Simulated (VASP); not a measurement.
# TePb (I4/mmm) in VASP: further runs, part 3 of 3

VASP 6.6.1.

### Step 5. Single point, PBEsol (equal xx and yy strain of +2 %)

File INCAR:

```
  PREC = Accurate
  ENCUT = 520
  EDIFF = 1E-6
  ISMEAR = -1
  SIGMA = 0.03
  LREAL = False
  LASPH = True
  NELM = 60
  ALGO = Normal
  ISIF = 2
  LWAVE = False
  LCHARG = False
  GGA = PS
  NBANDS = 17
```

File KPOINTS:

```
Automatic mesh
0
Gamma
  10 10 10
```

File POSCAR:

```
TePb
1.0
    0.0000000000      3.2915400000      3.2270000000
    3.2915400000      0.0000000000      3.2270000000
    3.2915400000      3.2915400000      0.0000000000
Te Pb
1 1
Direct
    0.5000000000      0.5000000000      0.5000000000
    0.0000000000      0.0000000000      0.0000000000
```

Potentials or basis: VASP PAW PBE potentials, release 64 (Te, Pb_d).

Started as:

```bash
$ cat potpaw_PBE.64/Te/POTCAR potpaw_PBE.64/Pb_d/POTCAR > POTCAR
$ mpirun -np 1 vasp_std > vasp.out
```

OUTCAR:

```text
PREC = Accurate
   ENCUT = 520
   EDIFF = 1E-6
   ISMEAR = -1
   LREAL = False
   LASPH = True
   NELM = 60
   ISIF = 2
   GGA = PS

 ion  position               nearest neighbor table
   1  0.500  0.500  0.500-   2 3.23   2 3.23   2 3.29   2 3.29   2 3.29   2 3.29
   2  0.000  0.000  0.000-   1 3.23   1 3.23   1 3.29   1 3.29   1 3.29   1 3.29

  LATTYP: Found a body centered tetragonal cell.
 ALAT       =     4.6549405091
 C/A-ratio  =     1.3864838847

  Lattice vectors:

 A1 = (   0.0000000000,  -3.2915400000,  -3.2270000000)
 A2 = (   0.0000000000,   3.2915400000,  -3.2270000000)
 A3 = (   3.2915400000,   0.0000000000,   3.2270000000)

Analysis of symmetry for initial positions (statically):
=====================================================================
 Subroutine PRICEL returns:
 Original cell was already a primitive cell.

 Routine SETGRP: Setting up the symmetry group for a
 body centered tetragonal supercell.

 Subroutine GETGRP returns: Found 16 space group operations
 (whereof 16 operations were pure point group operations)
[... 156 lines left out ...]
 Free energy of the ion-electron system (eV)
  ---------------------------------------------------
  ext. energy  EPLUGINS =         0.00000000
  ---------------------------------------------------
  free energy    TOTEN  =        -8.23568189 eV

  energy without entropy =       -8.23568185  energy(sigma->0) =       -8.23568187

 E-fermi :   5.3742     XC(G=0):  -9.3105

 val. band max:        5.0100891452   @ k =   0.5000   0.0000   0.0000
 cond. band min:       5.7324964659   @ k =   0.5000   0.0000   0.0000
 fundamental gap:      0.7224073207
 Fermi energy:         5.3742455171

 k-point     1 :       0.0000    0.0000    0.0000
  band No.  band energies     occupation
      1     -11.5711      2.00000
      2     -11.5633      2.00000
      3     -11.5627      2.00000
      4     -11.5568      2.00000
      5     -11.5568      2.00000
      6      -6.7386      2.00000
[... 457 lines left out ...]
      4     -11.5389      2.00000
      5     -11.5381      2.00000
      6      -5.5032      2.00000
[... 9 lines left out ...]
     16      14.5329      0.00000
     17      15.2094      0.00000

 [... further k-points ...]
[... 5 lines left out ...]
  --------------------------------------------------------------------------------------
  -------------------------------------------------------------------------------------
  Total       -1.0844926     -1.0844926     -0.1947616      0.0000000      0.0000000      0.0000000
  in kB      -24.8490594    -24.8490594     -4.4625866      0.0000000      0.0000000      0.0000000
  external PRESSURE =     -18.0535685 kB  Pullay stress =       0.0000000 kB

 VOLUME and BASIS-vectors are now :
 -----------------------------------------------------------------------------
  energy-cutoff  :      520.00
  volume of cell :       69.92
      direct lattice vectors                 reciprocal lattice vectors
     0.000000000  3.291540000  3.227000000    -0.151904580  0.151904580  0.154942671
     3.291540000  0.000000000  3.227000000     0.151904580 -0.151904580  0.154942671
     3.291540000  3.291540000  0.000000000     0.151904580  0.151904580 -0.154942671

 POSITION                                       TOTAL-FORCE (eV/Angst)
 -----------------------------------------------------------------------------------
      3.29154      3.29154      3.22700         0.000000     -0.000000      0.000000
      0.00000      0.00000      0.00000        -0.000000      0.000000     -0.000000
 -----------------------------------------------------------------------------------
    total drift:                               -0.000000      0.000000      0.000000

  FREE ENERGIE OF THE ION-ELECTRON SYSTEM (eV)
  ---------------------------------------------------
  free  energy   TOTEN  =        -8.2356818901 eV

  energy  without entropy=       -8.2356818484  energy(sigma->0) =       -8.23568187
```

stdout:

```text
POSCAR found type information on POSCAR TePb
 POSCAR found :  2 types and       2 ions
 scaLAPACK will be used
 -----------------------------------------------------------------------------
|                                                                             |
|                                                                             |
|     You enforced a specific xc type in the INCAR file but a different       |
|     I HOPE YOU KNOW WHAT YOU ARE DOING!                                     |
|                                                                             |
 -----------------------------------------------------------------------------

 LDA part: xc-table for (Slater+PW92), standard interpolation
 POSCAR, INCAR and KPOINTS ok, starting setup
 FFT: planning ... GRIDC
 FFT: planning ... GRID_SOFT
 FFT: planning ... GRID
 WAVECAR not read
 entering main loop
```

It took 83 s on 1 thread of Intel Xeon Platinum 8488C (Sapphire Rapids), shared host; peak memory 0.29 GiB.

Results:

```
Free energy            : -8.2357 eV
Pressure               : -1.8 GPa
Band gap on the k mesh : 0.72 eV
```

Stress tensor (GPa, compression positive):
```
-2.48  0.00  0.00
 0.00 -2.48  0.00
 0.00  0.00 -0.45
```

Levels at points of the mesh, in eV from the valence-band top:
```csv
k point,band 6,band 7,band 8,band 9,band 10,band 11,band 12,band 13,band 14,band 15
"(0.00, 0.00, 0.00)",-11.75,-5.70,-1.33,-1.14,-1.14,3.87,3.87,4.31,5.80,5.80
"(0.50, 0.00, 0.00)",-10.40,-8.43,-0.79,-0.75,0.00,0.72,1.29,1.38,8.24,9.06
"(0.50, 0.50, 0.00)",-10.10,-7.35,-4.28,-2.63,-2.63,3.32,5.28,5.28,6.66,10.02
"(0.50, 0.00, 0.50)",-10.23,-7.21,-4.24,-2.69,-2.49,3.38,5.12,5.60,6.38,9.97
```

Caveat: the cell differs from its parent crystal (equal xx and yy strain of +2 %); the PAW data sets were made with another functional, which shifts forces and pressure a little; spin-orbit coupling is left out, which moves the levels of the heavy elements. A k mesh can miss the band edges.

### Step 6. Summary

| cell | gap on the mesh (eV) | pressure (GPa) |
| --- | --- | --- |
| a = 4.518, b = 4.518, c = 4.472 Å, angles 60.3, 60.3, 59.3°, 2 atoms | 0.55 | 1.7 |
| a = 4.541, b = 4.541, c = 4.518 Å, angles 60.2, 60.2, 59.7°, 2 atoms | 0.61 | 0.7 |
| a = 4.587, b = 4.587, c = 4.609 Å, angles 59.8, 59.8, 60.3°, 2 atoms | 0.70 | -1.1 |
| a = 4.610, b = 4.610, c = 4.655 Å, angles 59.7, 59.7, 60.7°, 2 atoms | 0.72 | -1.8 |

Alike in all rows: task single point; level PBEsol; potentials or basis VASP PAW PBE potentials, release 64 (Te, Pb_d); no spin polarisation; k mesh 10 × 10 × 10; cutoff (eV) 520; smearing fermi-dirac 0.03 eV.

Caveats: the PAW data sets were made with another functional, which shifts forces and pressure a little; spin-orbit coupling is left out, which moves the levels of the heavy elements.

Absolute energies hang on the potentials; compare differences alone.
